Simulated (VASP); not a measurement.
# AlN (Fm-3m) in VASP: settings compared, part 2 of 2

VASP 6.6.1. The steps go on from the part before.

### Step 4. Single point, PBEsol (functional PBEsol, strained)

INCAR reads:

```
PREC = Accurate
ENCUT = 600
EDIFF = 1E-6
ISMEAR = 0
SIGMA = 0.02
LREAL = F
LASPH = T
NELM = 120
ALGO = Normal
ISIF = 2
LWAVE = F
LCHARG = T
GGA = PS
LELF = T
LVHAR = T
NBANDS = 11
GGA_COMPAT = F
```

KPOINTS reads:

```
regular mesh
0
Gamma
  10 10 10
```

POSCAR reads:

```
AlN
1.0
    0.0000000000      2.1341483465      2.1341483465
    2.1341483465      0.0000000000      2.1341483465
    2.1341483465      2.1341483465      0.0000000000
Al N
1 1
Direct
    0.5000000000      0.5000000000      0.5000000000
    0.0000000000      0.0000000000      0.0000000000
```

Potentials or basis: VASP PAW PBE potentials, release 64 (Al, N).

The run is started by

```console
cat potpaw_PBE.64/Al/POTCAR potpaw_PBE.64/N/POTCAR > POTCAR
mpirun -np 1 vasp_std > vasp.out
```

OUTCAR:

```text
PREC = Accurate
   ENCUT = 600
   EDIFF = 1E-6
   ISMEAR = 0
   LREAL = F
   LASPH = T
   NELM = 120
   ISIF = 2
   GGA = PS

 ion  position               nearest neighbor table
   1  0.500  0.500  0.500-   2 2.13   2 2.13   2 2.13   2 2.13   2 2.13   2 2.13
   2  0.000  0.000  0.000-   1 2.13   1 2.13   1 2.13   1 2.13   1 2.13   1 2.13

  LATTYP: Found a face centered cubic cell.
 ALAT       =     4.2682966930

  Lattice vectors:

 A1 = (   0.0000000000,   2.1341483465,   2.1341483465)
 A2 = (   2.1341483465,   0.0000000000,   2.1341483465)
 A3 = (   2.1341483465,   2.1341483465,   0.0000000000)

Analysis of symmetry for initial positions (statically):
=====================================================================
 Subroutine PRICEL returns:
 Original cell was already a primitive cell.

 Routine SETGRP: Setting up the symmetry group for a
 face centered cubic supercell.

 Subroutine GETGRP returns: Found 48 space group operations
 (whereof 48 operations were pure point group operations)
 out of a pool of 48 trial point group operations.

The static configuration has the point symmetry O_h .

Analysis of symmetry for dynamics (positions and initial velocities):
=====================================================================
 Subroutine PRICEL returns:
 Original cell was already a primitive cell.

 Routine SETGRP: Setting up the symmetry group for a
 face centered cubic supercell.

 Subroutine GETGRP returns: Found 48 space group operations
 (whereof 48 operations were pure point group operations)
 out of a pool of 48 trial point group operations.

The dynamic configuration has the point symmetry O_h .

 Subroutine INISYM returns: Found 48 space group operations
 (whereof 48 operations are pure point group operations),
 and found     1 'primitive' translations

----------------------------------------------------------------------------------------

                                     Primitive cell

  volume of cell :      19.4403

  direct lattice vectors                    reciprocal lattice vectors
     0.000000000  2.134148346  2.134148346    -0.234285494  0.234285494  0.234285494
     2.134148346  0.000000000  2.134148346     0.234285494 -0.234285494  0.234285494
     2.134148346  2.134148346  0.000000000     0.234285494  0.234285494 -0.234285494

  length of vectors
     3.018141536  3.018141536  3.018141536     0.405794379  0.405794379  0.405794379

  position of ions in fractional coordinates (direct lattice)
     0.500000000  0.500000000  0.500000000
     0.000000000  0.000000000  0.000000000

  ion indices of the primitive-cell ions
   primitive index   ion index
                 1           1
                 2           2

----------------------------------------------------------------------------------------

 KPOINTS: regular mesh

Automatic generation of k-mesh.
 Grid dimensions read from file:
 generate k-points for:   10   10   10

 Generating k-lattice:

  Cartesian coordinates                     Fractional coordinates (reciprocal lattice)
    -0.023428549  0.023428549  0.023428549     0.100000000  0.000000000  0.000000000
     0.023428549 -0.023428549  0.023428549     0.000000000  0.100000000  0.000000000
     0.023428549  0.023428549 -0.023428549     0.000000000  0.000000000  0.100000000

  Length of vectors
     0.040579438  0.040579438  0.040579438

  Shift w.r.t. Gamma in fractional coordinates (k-lattice)
     0.000000000  0.000000000  0.000000000

 Subroutine IBZKPT returns following result:
 ===========================================

 Found     47 irreducible k-points:

 Following reciprocal coordinates:
            Coordinates               Weight
  0.000000  0.000000  0.000000      1.000000
  0.100000  0.000000  0.000000      8.000000
  0.200000  0.000000  0.000000      8.000000
  0.300000  0.000000  0.000000      8.000000
  0.400000  0.000000  0.000000      8.000000
  0.500000  0.000000  0.000000      4.000000
[... 16 lines left out ...]
  0.300000  0.300000  0.000000      6.000000
  0.400000  0.300000  0.000000     24.000000
 [... further k-points ...]
   k-points           NKPTS =     47   k-points in BZ     NKDIM =     47   number of bands    NBANDS=     11
   number of dos      NEDOS =    301   number of ions     NIONS =      2
   total plane-waves  NPLWV =  13824
   dimension x,y,z NGX =    24 NGY =   24 NGZ =   24
   dimension x,y,z NGXF=    48 NGYF=   48 NGZF=   48
   ions per type =               1   1
   NGX,Y,Z   is equivalent  to a cutoff of  13.22, 13.22, 13.22 a.u.
   NGXF,Y,Z  is equivalent  to a cutoff of  26.44, 26.44, 26.44 a.u.
 SYSTEM =  unknown system
   PREC   = accura    normal or accurate (medium, high low for compatibility)
   ISTART =      0    job   : 0-new  1-cont  2-samecut
   ICHARG =      2    charge: 1-file 2-atom 10-const
   ISPIN  =      1    spin polarized calculation?
   LNONCOLLINEAR =      F non collinear calculations
   LSORBIT =      F    spin-orbit coupling
   LASPH  =      T    aspherical Exc in radial PAW
   ENCUT  =  600.0 eV  44.10 Ry    6.64 a.u.   6.03  6.03  6.03*2*pi/ulx,y,z
   NELM   =    120;   NELMIN=  2; NELMDL= -5     # of ELM steps
   EDIFF  = 0.1E-05   stopping-criterion for ELM
   LREAL  =      F    real-space projection
   EDIFFG = 0.1E-04   stopping-criterion for IOM
   NSW    =      0    number of steps for IOM
   IBRION =     -1    ionic relax: 0-MD 1-quasi-New 2-CG
   NFREE  =      0    steps in history (QN), initial steepest desc. (CG)
   ISIF   =      2    stress and relaxation
   ISYM   =      2    0-nonsym 1-usesym 2-fastsym
   POTIM  = 0.5000    time-step for ionic-motion
   TEBEG  =    0.0;   TEEND  =   0.0 temperature during run
   PSTRESS=    0.0 pullay stress
   NELECT =       8.0000    total number of electrons
   NUPDOWN=      -1.0000    fix difference up-down
   EMIN   =  10.00;   EMAX   =-10.00  energy-range for DOS
   EFERMI =   0.00;   METHOD = LEGACY
   ISMEAR =     0;   SIGMA  =   0.02  broadening in eV -4-tet -1-fermi 0-gaus
   EFERMI_NEDOS =   21; number of points for ismear=-14 and -15
   IALGO  =     38    algorithm
   IMIX   =      4    mixing-type and parameters
     AMIX     =   0.40;   BMIX     =  1.00
     AMIX_MAG =   1.60;   BMIX_MAG =  1.00
  volume/ion in A,a.u.               =       9.72        65.59
  Fermi-wavevector in a.u.,A,eV,Ry     =   1.217690  2.301101 20.174310  1.482770
  Thomas-Fermi vector in A             =   2.353002
   LORBIT       =      0    0 simple, 1 ext, 2 COOP (PROOUT), +10 PAW based schemes
   GGA     = PS    functional components
   LHFCALC =     F    Hartree Fock is set to
   AEXX    =    0.0000 exact exchange contribution
   IVDW    =     0    specifies the selected vdW correction
   LEPSILON=     F    determine dielectric tensor
   LRPA    =     F    only Hartree local field effects (RPA)
 non-spin polarized calculation
 Gauss-broadening in eV      SIGMA  =   0.02
  energy-cutoff  :      600.00
  volume of cell :       19.44
 maximum number of plane-waves:       662
   NGX = 13   NGY = 13   NGZ = 13

 number of electron       7.9999998 magnetization

 Free energy of the ion-electron system (eV)
  ---------------------------------------------------
  ext. energy  EPLUGINS =         0.00000000
  ---------------------------------------------------
  free energy    TOTEN  =       -15.13493071 eV

  energy without entropy =      -15.13493071  energy(sigma->0) =      -15.13493071

 E-fermi :   8.0540     XC(G=0): -11.7087

 val. band max:        7.9155269576   @ k =   0.0000   0.0000   0.0000
 cond. band min:      11.0313461625   @ k =   0.5000   0.5000   0.0000
 fundamental gap:      3.1158192049
 Fermi energy:         8.0539932165

 k-point     1 :       0.0000    0.0000    0.0000
  band No.  band energies     occupation
      1      -8.2476      2.00000
      2       7.9155      2.00000
      3       7.9155      2.00000
      4       7.9155      2.00000
      5      11.4383      0.00000
      6      19.4187      0.00000
      7      19.4187      0.00000
      8      19.4187      0.00000
      9      24.0766      0.00000
     10      24.0783      0.00000
     11      24.0783      0.00000
[... 309 lines left out ...]
 k-point    24 :       0.4000    0.3000    0.0000
  band No.  band energies     occupation
      1      -5.7316      2.00000
      2       2.6496      2.00000
      3       5.5075      2.00000
      4       5.9589      2.00000
      5      12.6659      0.00000
      6      14.5198      0.00000
      7      18.3155      0.00000
      8      21.4930      0.00000
      9      22.0776      0.00000
     10      27.9216      0.00000
     11      30.2430      0.00000

 [... further k-points ...]

------------------------ aborting loop because EDIFF is reached ----------------------------------------

  FORCE on cell =-STRESS in cart. coord.  units (eV):
  Direction    XX          YY          ZZ          XY          YZ          ZX
  --------------------------------------------------------------------------------------
  -------------------------------------------------------------------------------------
  Total       -3.7429544     -3.7429544     -3.7429544      0.0000000     -0.0000000      0.0000000
  in kB     -308.4759498   -308.4759498   -308.4759498      0.0000000     -0.0000000      0.0000000
  external PRESSURE =    -308.4759498 kB  Pullay stress =       0.0000000 kB

 VOLUME and BASIS-vectors are now :
 -----------------------------------------------------------------------------
  energy-cutoff  :      600.00
  volume of cell :       19.44
      direct lattice vectors                 reciprocal lattice vectors
     0.000000000  2.134148346  2.134148346    -0.234285494  0.234285494  0.234285494
     2.134148346  0.000000000  2.134148346     0.234285494 -0.234285494  0.234285494
     2.134148346  2.134148346  0.000000000     0.234285494  0.234285494 -0.234285494

 POSITION                                       TOTAL-FORCE (eV/Angst)
 -----------------------------------------------------------------------------------
      2.13415      2.13415      2.13415         0.000000     -0.000000      0.000000
      0.00000      0.00000      0.00000         0.000000      0.000000      0.000000
 -----------------------------------------------------------------------------------
    total drift:                                0.000000     -0.000000     -0.000000

  FREE ENERGIE OF THE ION-ELECTRON SYSTEM (eV)
  ---------------------------------------------------
  free  energy   TOTEN  =       -15.1349307147 eV

  energy  without entropy=      -15.1349307147  energy(sigma->0) =      -15.13493071
```

OSZICAR:

```text
N       E                     dE             d eps       ncg     rms          rms(c)
DAV:   1     0.918780373359E+01    0.91878E+01   -0.41945E+03  1034   0.736E+02
DAV:   2    -0.157617919250E+02   -0.24950E+02   -0.23611E+02  1243   0.134E+02
DAV:   3    -0.166324985141E+02   -0.87071E+00   -0.86877E+00  1271   0.239E+01
DAV:   4    -0.166357788039E+02   -0.32803E-02   -0.32800E-02  1180   0.149E+00
DAV:   5    -0.166358068963E+02   -0.28092E-04   -0.28092E-04  1229   0.149E-01    0.672E+00
DAV:   6    -0.151716203092E+02    0.14642E+01   -0.75469E+00  1193   0.139E+01    0.243E+00
DAV:   7    -0.151518656979E+02    0.19755E-01   -0.10946E-01  1115   0.265E+00    0.160E+00
DAV:   8    -0.151354356293E+02    0.16430E-01   -0.22781E-02  1097   0.139E+00    0.361E-01
DAV:   9    -0.151349116445E+02    0.52398E-03   -0.20837E-03  1190   0.278E-01    0.153E-01
DAV:  10    -0.151349350283E+02   -0.23384E-04   -0.11026E-04  1186   0.770E-02    0.348E-02
DAV:  11    -0.151349310174E+02    0.40108E-05   -0.67134E-06  1148   0.166E-02    0.816E-03
DAV:  12    -0.151349307147E+02    0.30275E-06   -0.34021E-07   619   0.490E-03
   1 F= -.15134931E+02 E0= -.15134931E+02  d E =-.516100E-25
```

stdout:

```text
POSCAR found type information on POSCAR AlN
 POSCAR found :  2 types and       2 ions
 scaLAPACK will be used
 -----------------------------------------------------------------------------
|                                                                             |
|                                                                             |
|     You enforced a specific xc type in the INCAR file but a different       |
|     I HOPE YOU KNOW WHAT YOU ARE DOING!                                     |
|                                                                             |
 -----------------------------------------------------------------------------

 LDA part: xc-table for (Slater+PW92), standard interpolation
 POSCAR, INCAR and KPOINTS ok, starting setup
 FFT: planning ... GRIDC
 FFT: planning ... GRID_SOFT
 FFT: planning ... GRID
 WAVECAR not read
 entering main loop
```

It took 6.8 s on 1 thread of AMD EPYC 9R45 (Zen 5), shared host; peak memory 0.1 GiB.

Results:

- Free energy: -15.1349 eV
- Pressure: -30.8 GPa
- Band gap on the k mesh: 3.12 eV, indirect (least direct gap 3.52 eV)

Levels at points of the mesh, in eV from the valence-band top:
| k point | band 1 | band 2 | band 3 | band 4 | band 5 | band 6 | band 7 | band 8 | band 9 |
| --- | --- | --- | --- | --- | --- | --- | --- | --- | --- |
| (0.00, 0.00, 0.00) | -16.16 | 0.00 | 0.00 | 0.00 | 3.52 | 11.50 | 11.50 | 11.50 | 16.16 |
| (0.50, 0.00, 0.00) | -13.48 | -7.39 | -0.82 | -0.82 | 5.07 | 9.66 | 9.66 | 10.90 | 14.38 |
| (0.50, 0.50, 0.00) | -12.70 | -6.41 | -2.42 | -2.42 | 3.12 | 5.37 | 12.10 | 14.76 | 14.76 |

Caveat: the cell differs from its parent crystal (functional PBEsol, strained); the PAW data sets were made with another functional, which shifts forces and pressure a little. A k mesh can miss the band edges.

### Step 5. Summary

| level | cell | smearing | gap on the mesh (eV) | pressure (GPa) |
| --- | --- | --- | --- | --- |
| RPBE | a = 2.856 Å, angles 60.0°, 2 atoms | tetrahedron | 4.75 | 10.1 |
| PBE | a = 2.960 Å, angles 60.0°, 2 atoms | gaussian 0.02 eV | 3.65 | -18.1 |
| PBEsol | a = 3.018 Å, angles 60.0°, 2 atoms | gaussian 0.02 eV | 3.12 | -30.8 |

Alike in all rows: task single point; potentials or basis VASP PAW PBE potentials, release 64 (Al, N); no spin polarisation; k mesh 10 × 10 × 10; cutoff (eV) 600.

Caveats: the PAW data sets were made with another functional, which shifts forces and pressure a little (some runs).

Total energies depend on the potentials used, so only differences within one code and one set of settings carry meaning.
